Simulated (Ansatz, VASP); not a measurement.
# ScBPt3 in VASP and in Ansatz

```
CELL_PARAMETERS angstrom
4.29057 0.00000 0.00000
0.00000 4.29057 0.00000
0.00000 0.00000 4.20589
ATOMIC_POSITIONS crystal
Sc 0.00000 0.00000 0.00000
B 0.50000 0.50000 0.50000
Pt 0.00000 0.50000 0.50000
Pt 0.50000 0.50000 0.00000
Pt 0.50000 0.00000 0.50000
```

Alike in both runs: task single point; functional PBE; k mesh 8 × 8 × 8; occupations fermi-dirac, width 0.1 eV; no spin polarisation.

```csv
,VASP,Ansatz
version,VASP 6.6.1,Ansatz 0.2.0
potentials or method,"VASP PAW PBE potentials, release 64 (Sc_sv, B, Pt), cutoff 520 eV","plane waves, PAW"
valence electrons in the cell,44,68
```

```csv
,VASP,Ansatz,Ansatz less VASP
pressure (GPa),-0.9,-0.9,-0.03
"traceless stress, the component that is largest in VASP (GPa)",2.11,2.08,-0.033
```

VASP's potentials hold 44 valence electrons a cell and Ansatz's 68, so a difference there can come from the potentials and not from the codes.

Neither program's run includes spin-orbit coupling.
